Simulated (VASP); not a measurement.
# WSe2 (P6_3/mmc) in VASP: notebook, part 2 of 2

VASP 6.6.1. Earlier steps stand in the parts before.

### Step 4. Single point, PBEsol (zz strain of -1 %)

INCAR reads:

```
SYSTEM = WSe2
PREC = Accurate
ENCUT = 520
EDIFF = 1E-7
ISMEAR = -1
SIGMA = 0.08
LREAL = .False.
LASPH = .True.
NELM = 60
ALGO = Normal
ISIF = 2
LWAVE = .False.
LCHARG = .False.
GGA = PS
NBANDS = 35
```

KPOINTS reads:

```
regular mesh
0
Gamma
  11 11 3
  0 0 0
```

POSCAR reads:

```
WSe2
1.0
    3.2899984505      0.0000000000      0.0000000000
   -1.6449992252      2.8492222365      0.0000000000
    0.0000000000      0.0000000000     12.8403000000
W Se
2 4
Direct
    0.3333333333      0.6666666667      0.2500000000
    0.6666666667      0.3333333333      0.7500000000
    0.3333333333      0.6666666667      0.6210000000
    0.6666666667      0.3333333333      0.1210000000
    0.3333333333      0.6666666667      0.8790000000
    0.6666666667      0.3333333333      0.3790000000
```

On the command line:

```bash
cat potpaw_PBE.64/W_sv/POTCAR potpaw_PBE.64/Se/POTCAR > POTCAR
mpirun -np 1 vasp_std > vasp.out
```

Wall time 45 s (1 thread of Intel Xeon 6975P-C (Granite Rapids), shared host); peak memory 0.28 GiB.

Results (log left out):

* Free energy: -46.5322 eV
* Pressure: 0.8 GPa
* Largest force: 0.216 eV/Å
* Band gap on the k mesh: 0.87 eV, indirect (least direct gap 1.71 eV)

Forces on the atoms (eV/Å):
```
W    0.000  0.000  0.000
W    0.000  0.000  0.000
Se   0.000  0.000 -0.216
Se   0.000  0.000 -0.216
Se   0.000  0.000  0.216
Se   0.000  0.000  0.216
```

Stress tensor (GPa, compression positive):
```
-0.24  0.00  0.00
 0.00 -0.24  0.00
 0.00  0.00  2.81
```

Levels at points of the mesh, in eV from the valence-band top:
| k point | band 22 | band 23 | band 24 | band 25 | band 26 | band 27 | band 28 | band 29 | band 30 | band 31 |
| --- | --- | --- | --- | --- | --- | --- | --- | --- | --- | --- |
| (0.00, 0.00, 0.00) | -1.64 | -1.64 | -1.16 | -1.02 | 0.00 | 2.57 | 2.57 | 2.62 | 2.62 | 2.70 |

Caveat: the cell differs from its parent crystal (zz strain of -1 %); the PAW data sets were made with another functional, which shifts forces and pressure a little; spin-orbit coupling is left out, which moves the levels of the heavy elements; this functional lacks dispersion, which binds the layers, so the pressure and a relaxed spacing across them are unreliable. A k mesh can miss the band edges.

### Step 5. Single point, PBEsol (zz strain of +1 %)

INCAR reads:

```
SYSTEM = WSe2
ALGO = Normal
EDIFF = 1E-7
ENCUT = 520
GGA = PS
ISIF = 2
ISMEAR = -1
LASPH = .True.
LCHARG = .True.
LELF = .True.
LREAL = .False.
LVHAR = .True.
LWAVE = .False.
NBANDS = 35
NELM = 80
PREC = Accurate
SIGMA = 0.08
```

KPOINTS reads:

```
k-points
0
Gamma
  11 11 3
  0 0 0
```

Edit POSCAR of step 4 so:

```diff
@@ -4,3 +4,3 @@
    -1.6449992252      2.8492222365      0.0000000000
-    0.0000000000      0.0000000000     12.8403000000
+    0.0000000000      0.0000000000     13.0997000000
 W Se
```

Potentials or basis: VASP PAW PBE potentials, release 64 (W_sv, Se).

On the command line:

```bash
cat potpaw_PBE.64/W_sv/POTCAR potpaw_PBE.64/Se/POTCAR > POTCAR
mpirun -np 1 vasp_std > vasp.out
```

OUTCAR:

```text
SYSTEM = WSe2
   EDIFF = 1E-7
   ENCUT = 520
   GGA = PS
   ISIF = 2
   ISMEAR = -1
   LASPH = .True.
   LREAL = .False.
   NELM = 80
   PREC = Accurate

 ion  position               nearest neighbor table
   1  0.333  0.667  0.250-   4 2.54   6 2.54   4 2.54   6 2.54   4 2.54   6 2.54
   2  0.667  0.333  0.750-   3 2.54   5 2.54   3 2.54   5 2.54   3 2.54   5 2.54
   3  0.333  0.667  0.621-   2 2.54   2 2.54   2 2.54
   4  0.667  0.333  0.121-   1 2.54   1 2.54   1 2.54
   5  0.333  0.667  0.879-   2 2.54   2 2.54   2 2.54
   6  0.667  0.333  0.379-   1 2.54   1 2.54   1 2.54

  LATTYP: Found a hexagonal cell.
 ALAT       =     3.2899984505
 C/A-ratio  =     3.9816736078

  Lattice vectors:

 A1 = (   3.2899984505,   0.0000000000,   0.0000000000)
 A2 = (  -1.6449992252,   2.8492222365,   0.0000000000)
 A3 = (   0.0000000000,   0.0000000000,  13.0997000000)

Analysis of symmetry for initial positions (statically):
=====================================================================
 Subroutine PRICEL returns:
 Original cell was already a primitive cell.

 Routine SETGRP: Setting up the symmetry group for a
 hexagonal supercell.

 Subroutine GETGRP returns: Found 24 space group operations
 (whereof 12 operations were pure point group operations)
 out of a pool of 24 trial point group operations.

The static configuration has the point symmetry D_3d.
 The point group associated with its full space group is D_6h.

Analysis of symmetry for dynamics (positions and initial velocities):
=====================================================================
 Subroutine PRICEL returns:
 Original cell was already a primitive cell.

 Routine SETGRP: Setting up the symmetry group for a
 hexagonal supercell.

 Subroutine GETGRP returns: Found 24 space group operations
 (whereof 12 operations were pure point group operations)
 out of a pool of 24 trial point group operations.

The dynamic configuration has the point symmetry D_3d.
 The point group associated with its full space group is D_6h.

 Subroutine INISYM returns: Found 24 space group operations
 (whereof 12 operations are pure point group operations),
 and found     1 'primitive' translations

----------------------------------------------------------------------------------------

                                     Primitive cell

  volume of cell :     122.7958

  direct lattice vectors                    reciprocal lattice vectors
     3.289998451  0.000000000  0.000000000     0.303951511  0.175486487  0.000000000
    -1.644999225  2.849222237  0.000000000     0.000000000  0.350972973  0.000000000
     0.000000000  0.000000000 13.099700000     0.000000000  0.000000000  0.076337626

  length of vectors
     3.289998451  3.289998450 13.099700000     0.350972973  0.350972973  0.076337626

  position of ions in fractional coordinates (direct lattice)
     0.333333333  0.666666667  0.250000000
     0.666666667  0.333333333  0.750000000
     0.333333333  0.666666667  0.621000000
     0.666666667  0.333333333  0.121000000
     0.333333333  0.666666667  0.879000000
[... 31 lines left out ...]

 Subroutine IBZKPT returns following result:
 ===========================================

 Found     32 irreducible k-points:

 Following reciprocal coordinates:
            Coordinates               Weight
  0.000000  0.000000  0.000000      1.000000
  0.090909 -0.000000  0.000000      6.000000
  0.181818  0.000000  0.000000      6.000000
  0.272727  0.000000  0.000000      6.000000
  0.363636 -0.000000  0.000000      6.000000
  0.454545  0.000000  0.000000      6.000000
[... 16 lines left out ...]
  0.090909  0.090909  0.333333     12.000000
  0.181818  0.090909  0.333333     24.000000
 [... further k-points ...]
   k-points           NKPTS =     32   k-points in BZ     NKDIM =     32   number of bands    NBANDS=     35
   number of dos      NEDOS =    301   number of ions     NIONS =      6
   total plane-waves  NPLWV =  56448
   dimension x,y,z NGX =    24 NGY =   24 NGZ =   98
   dimension x,y,z NGXF=    48 NGYF=   48 NGZF=  196
   ions per type =               2   4
   NGX,Y,Z   is equivalent  to a cutoff of  12.13, 12.13, 12.44 a.u.
   NGXF,Y,Z  is equivalent  to a cutoff of  24.25, 24.25, 24.87 a.u.
 SYSTEM =  WSe2
   PREC   = accura    normal or accurate (medium, high low for compatibility)
   ISTART =      0    job   : 0-new  1-cont  2-samecut
   ICHARG =      2    charge: 1-file 2-atom 10-const
   ISPIN  =      1    spin polarized calculation?
   LNONCOLLINEAR =      F non collinear calculations
   LSORBIT =      F    spin-orbit coupling
   LASPH  =      T    aspherical Exc in radial PAW
   ENCUT  =  520.0 eV  38.22 Ry    6.18 a.u.   6.12  6.12 24.36*2*pi/ulx,y,z
   NELM   =     80;   NELMIN=  2; NELMDL= -5     # of ELM steps
   EDIFF  = 0.1E-06   stopping-criterion for ELM
   LREAL  =      F    real-space projection
   EDIFFG = 0.1E-05   stopping-criterion for IOM
   NSW    =      0    number of steps for IOM
   IBRION =     -1    ionic relax: 0-MD 1-quasi-New 2-CG
   NFREE  =      0    steps in history (QN), initial steepest desc. (CG)
   ISIF   =      2    stress and relaxation
   ISYM   =      2    0-nonsym 1-usesym 2-fastsym
   POTIM  = 0.5000    time-step for ionic-motion
   TEBEG  =    0.0;   TEEND  =   0.0 temperature during run
   PSTRESS=    0.0 pullay stress
   NELECT =      52.0000    total number of electrons
   NUPDOWN=      -1.0000    fix difference up-down
   EMIN   =  10.00;   EMAX   =-10.00  energy-range for DOS
   EFERMI =   0.00;   METHOD = LEGACY
   ISMEAR =    -1;   SIGMA  =   0.08  broadening in eV -4-tet -1-fermi 0-gaus
   EFERMI_NEDOS =   21; number of points for ismear=-14 and -15
   IALGO  =     38    algorithm
   IMIX   =      4    mixing-type and parameters
     AMIX     =   0.40;   BMIX     =  1.00
     AMIX_MAG =   1.60;   BMIX_MAG =  1.00
  volume/ion in A,a.u.               =      20.47       138.11
  Fermi-wavevector in a.u.,A,eV,Ry     =   1.229367  2.323166 20.563067  1.511343
  Thomas-Fermi vector in A             =   2.364257
   LORBIT       =      0    0 simple, 1 ext, 2 COOP (PROOUT), +10 PAW based schemes
   GGA     = PS    functional components
   LHFCALC =     F    Hartree Fock is set to
   AEXX    =    0.0000 exact exchange contribution
   IVDW    =     0    specifies the selected vdW correction
   LEPSILON=     F    determine dielectric tensor
   LRPA    =     F    only Hartree local field effects (RPA)
 non-spin polarized calculation
  energy-cutoff  :      520.00
  volume of cell :      122.80
 maximum number of plane-waves:      3342
   NGX = 13   NGY = 13   NGZ = 49

 number of electron      51.9999986 magnetization

 Free energy of the ion-electron system (eV)
  ---------------------------------------------------
  ext. energy  EPLUGINS =         0.00000000
  ---------------------------------------------------
  free energy    TOTEN  =       -46.53255963 eV

  energy without entropy =      -46.53244621  energy(sigma->0) =      -46.53250292

 E-fermi :   6.3915     XC(G=0): -10.8619

 val. band max:        5.9534093127   @ k =   0.0000   0.0000   0.0000
 cond. band min:       6.8971304543   @ k =   0.1818   0.1818   0.0000
 fundamental gap:      0.9437211416
 Fermi energy:         6.3914999113

 k-point     1 :       0.0000    0.0000    0.0000
  band No.  band energies     occupation
      1     -68.2823      2.00000
      2     -68.2823      2.00000
      3     -32.5248      2.00000
      4     -32.5248      2.00000
      5     -32.3885      2.00000
      6     -32.3885      2.00000
[... 901 lines left out ...]
     34       9.8274      0.00000
     35      12.6129      0.00000

 [... further k-points ...]

------------------------ aborting loop because EDIFF is reached ----------------------------------------

  FORCE on cell =-STRESS in cart. coord.  units (eV):
  Direction    XX          YY          ZZ          XY          YZ          ZX
  --------------------------------------------------------------------------------------
  -------------------------------------------------------------------------------------
  Total       -1.6784199     -1.6784199     -2.0863954     -0.0000000     -0.0000000      0.0000000
  in kB      -21.8991791    -21.8991791    -27.2222389     -0.0000000     -0.0000000      0.0000000
  external PRESSURE =     -23.6735323 kB  Pullay stress =       0.0000000 kB

 VOLUME and BASIS-vectors are now :
 -----------------------------------------------------------------------------
  energy-cutoff  :      520.00
  volume of cell :      122.80
      direct lattice vectors                 reciprocal lattice vectors
     3.289998451  0.000000000  0.000000000     0.303951511  0.175486487  0.000000000
    -1.644999225  2.849222237  0.000000000     0.000000000  0.350972973  0.000000000
     0.000000000  0.000000000 13.099700000     0.000000000  0.000000000  0.076337626

 POSITION                                       TOTAL-FORCE (eV/Angst)
 -----------------------------------------------------------------------------------
     -0.00000      1.89948      3.27493        -0.000000     -0.000000     -0.000000
      1.64500      0.94974      9.82478         0.000000      0.000000     -0.000000
     -0.00000      1.89948      8.13491         0.000000      0.000000      0.346794
      1.64500      0.94974      1.58506        -0.000000     -0.000000      0.346794
     -0.00000      1.89948     11.51464         0.000000     -0.000000     -0.346794
      1.64500      0.94974      4.96479         0.000000     -0.000000     -0.346794
 -----------------------------------------------------------------------------------
    total drift:                               -0.000000      0.000000     -0.000000

  FREE ENERGIE OF THE ION-ELECTRON SYSTEM (eV)
  ---------------------------------------------------
  free  energy   TOTEN  =       -46.5325596269 eV

  energy  without entropy=      -46.5324462104  energy(sigma->0) =      -46.53250292
```

Run time: 48 s. Hardware: 1 thread of Intel Xeon 6975P-C (Granite Rapids), shared host; peak memory 0.29 GiB.

What came out:

```yaml
Free_energy: -46.5326 eV
Pressure: -2.4 GPa
Largest_force: 0.347 eV/Å
Band_gap_on_the_k_mesh: 0.94 eV, indirect (least direct gap 1.76 eV)
```

Forces in eV/Å, atoms in the order of the input:
```
W    0.000  0.000  0.000
W    0.000  0.000  0.000
Se   0.000  0.000  0.347
Se   0.000  0.000  0.347
Se   0.000  0.000 -0.347
Se   0.000  0.000 -0.347
```

Caveat: the cell differs from its parent crystal (zz strain of +1 %); the PAW data sets were made with another functional, which shifts forces and pressure a little; spin-orbit coupling is left out, which moves the levels of the heavy elements; this functional lacks dispersion, which binds the layers, so the pressure and a relaxed spacing across them are unreliable. A k mesh can miss the band edges.

### Step 6. Single point, PBEsol (zz strain of +2 %)

INCAR reads:

```
SYSTEM = WSe2
PREC = Accurate ; ENCUT = 520
EDIFF = 1E-7 ; ISMEAR = -1
SIGMA = 0.08 ; LREAL = .FALSE.
LASPH = .TRUE. ; NELM = 60
ALGO = Normal ; ISIF = 2
LWAVE = .FALSE. ; LCHARG = .FALSE.
GGA = PS ; NBANDS = 35
```

KPOINTS reads:

```
regular mesh
0
G
  11 11 3
  0 0 0
```

Edit POSCAR of step 5 so:

```diff
@@ -4,3 +4,3 @@
    -1.6449992252      2.8492222365      0.0000000000
-    0.0000000000      0.0000000000     13.0997000000
+    0.0000000000      0.0000000000     13.2294000000
 W Se
```

Potentials or basis: VASP PAW PBE potentials, release 64 (W_sv, Se).

On the command line:

```bash
cat potpaw_PBE.64/W_sv/POTCAR potpaw_PBE.64/Se/POTCAR > POTCAR
mpirun -np 1 vasp_std > vasp.out
```

Run time: 57 s. Hardware: 1 thread of Intel Xeon 6975P-C (Granite Rapids), shared host; peak memory 0.29 GiB.

It converged, with:

```
Free energy            : -46.5023 eV
Pressure               : -3.8 GPa
Largest force          : 0.612 eV/Å
Band gap on the k mesh : 0.98 eV, indirect (least direct gap 1.78 eV)
```

Forces on the atoms (eV/Å):
```
W    0.000  0.000  0.000
W    0.000  0.000  0.000
Se   0.000  0.000  0.612
Se   0.000  0.000  0.612
Se   0.000  0.000 -0.612
Se   0.000  0.000 -0.612
```

Stress tensor (GPa, compression positive):
```
-3.06  0.00  0.00
 0.00 -3.06  0.00
 0.00  0.00 -5.28
```

Levels at points of the mesh, in eV from the valence-band top:
```csv
k point,band 24,band 25,band 26,band 27,band 28,band 29
"(0.00, 0.00, 0.00)",-1.10,-1.07,0.00,2.76,2.76,2.81
```

Caveat: the cell differs from its parent crystal (zz strain of +2 %); the PAW data sets were made with another functional, which shifts forces and pressure a little; spin-orbit coupling is left out, which moves the levels of the heavy elements; this functional lacks dispersion, which binds the layers, so the pressure and a relaxed spacing across them are unreliable.

### Step 7. The runs side by side

```csv
cell,gap on the mesh (eV),pressure (GPa),largest force (eV/Å)
"a = 3.290, b = 3.290, c = 12.581 Å, angles 90.0, 90.0, 120.0°, 6 atoms",0.80,4.3,0.82
"a = 3.290, b = 3.290, c = 12.711 Å, angles 90.0, 90.0, 120.0°, 6 atoms",0.83,2.5,0.52
"a = 3.290, b = 3.290, c = 12.840 Å, angles 90.0, 90.0, 120.0°, 6 atoms",0.87,0.8,0.22
"a = 3.290, b = 3.290, c = 13.100 Å, angles 90.0, 90.0, 120.0°, 6 atoms",0.94,-2.4,0.35
"a = 3.290, b = 3.290, c = 13.229 Å, angles 90.0, 90.0, 120.0°, 6 atoms",0.98,-3.8,0.61
```

Alike in all rows: task single point; level PBEsol; potentials or basis VASP PAW PBE potentials, release 64 (W_sv, Se); no spin polarisation; k mesh 11 × 11 × 3; cutoff (eV) 520; smearing fermi-dirac 0.08 eV.

Caveats: the PAW data sets were made with another functional, which shifts forces and pressure a little; spin-orbit coupling is left out, which moves the levels of the heavy elements; this functional lacks dispersion, which binds the layers, so the pressure and a relaxed spacing across them are unreliable.

Total energies depend on the potentials used, so only differences within one code and one set of settings carry meaning.
